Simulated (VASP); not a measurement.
Input of a VASP 6.6.1 run:

The input INCAR:

```
SYSTEM = SnO2
PREC = Accurate
ENCUT = 600
EDIFF = 1E-6
ISMEAR = 0
SIGMA = 0.01
LREAL = .FALSE.
LASPH = .TRUE.
NELM = 80
ALGO = Normal
ISIF = 3
LWAVE = .FALSE.
LCHARG = .FALSE.
IBRION = 2
NSW = 80
EDIFFG = -0.005
```

The input KPOINTS:

```
Automatic mesh
0
G
  6 4 6
  0 0 0
```

File POSCAR:

```
SnO2
1.0
    4.7880040000      0.0000000000      0.0000000000
    0.0000000000      4.8665820000      0.0000000000
    0.0000000000      0.0000000000      3.2408980000
Sn O
2 4
Direct
    0.5000000000      0.5000000000      0.5000000000
    0.0000000000      0.0000000000      0.0000000000
    0.2918550000      0.3210420000      0.0000000000
    0.7918550000      0.1789580000      0.5000000000
    0.2081450000      0.8210420000      0.5000000000
    0.7081450000      0.6789580000      0.0000000000
```

Potentials or basis: VASP PAW LDA potentials, release 64 (Sn_d, O).

Launch:

```bash
$ cat potpaw_LDA.64/Sn_d/POTCAR potpaw_LDA.64/O/POTCAR > POTCAR
$ mpirun -np 1 vasp_std > vasp.out
```

Q: Predict the relaxed volume.

A: 11.90 Å³/atom.

Q: Predict the band gap on the k mesh.

A: 1.15 eV.

Final structure:
```xyz
6
Lattice="4.7282 0.0000 0.0000 0.0000 4.7264 0.0000 0.0000 0.0000 3.1955" Properties=species:S:1:pos:R:3 pbc="T T T"
Sn    2.3641    2.3632    1.5978
Sn    0.0000    0.0000    0.0000
O     1.4453    1.4482    0.0000
O     3.8095    0.9151    1.5978
O     0.9188    3.8114    1.5978
O     3.2829    3.2783    0.0000
```

Caveat: spin-orbit coupling is left out, which moves the levels of the heavy elements.
